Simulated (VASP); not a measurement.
**Al: single point with PBEsol+D3(BJ)**

Al:

```
Al
1.0
     2.77027    0.00000    0.00000
    -1.38513    2.47219    0.00000
     0.00000    0.00000    4.86685
Al
2
Direct
  0.66667 0.33333 0.75000
  0.33333 0.66667 0.25000
```

This cell differs from its parent crystal: strain -0.0150 x Voigt [1, -1, 0, 0, 0, 0].

```json
{
 "Program": "VASP 6.6.1",
 "Task": "single point",
 "Functional": "PBEsol",
 "Dispersion": "D3(BJ)",
 "Potentials or basis": "VASP PAW PBE potentials, release 64 (Al)",
 "Cutoff": "520 eV",
 "k mesh": "18 × 18 × 10",
 "Occupations": "gaussian, width 0.15 eV",
 "Spin": "no spin polarisation"
}
```

| Quantity | Value |
| --- | --- |
| Pressure | -4.3 GPa |
| Band gap on the k mesh | zero (bands 3 and 4 overlap by 7.01 eV) |
| Dispersion energy per atom | -0.314 eV |

Forces in eV/Å, atoms in the order of the input:
```
Al   0.000  0.003  0.000
Al   0.000 -0.003  0.000
```

Stress tensor (GPa, compression positive):
```
-2.50  0.00  0.00
 0.00 -4.45  0.00
 0.00  0.00 -5.98
```

Levels at points of the mesh, in eV from the Fermi level:
| k point | band 1 | band 2 | band 3 | band 4 | band 5 | band 6 |
| --- | --- | --- | --- | --- | --- | --- |
| (0.00, 0.00, 0.00) | -11.04 | -5.03 | -4.81 | 10.91 | 11.21 | 11.31 |
| (0.50, 0.00, 0.00) | -4.88 | -4.83 | 0.71 | 0.75 | 1.48 | 1.53 |
| (0.00, 0.50, 0.00) | -5.21 | -5.03 | 0.43 | 0.49 | 1.13 | 1.35 |
| (0.00, 0.00, 0.50) | -9.48 | -9.48 | 2.41 | 2.41 | 12.06 | 12.06 |
| (0.50, 0.00, 0.50) | -3.71 | -3.71 | -2.94 | -2.94 | 7.30 | 7.30 |
| (0.00, 0.50, 0.50) | -3.92 | -3.92 | -3.27 | -3.27 | 7.49 | 7.49 |

Wall time 120 s on 1 thread of Intel(R) Xeon(R) Platinum 8259CL CPU @ 2.50GHz (Skylake/Cascade Lake) (shared host), peak memory 0.27 GiB.

Caveat: the cell differs from its parent crystal (strain -0.0150 x Voigt [1, -1, 0, 0, 0, 0]); the cell stands under tension; the PAW data sets were made with another functional, which shifts forces and pressure a little.
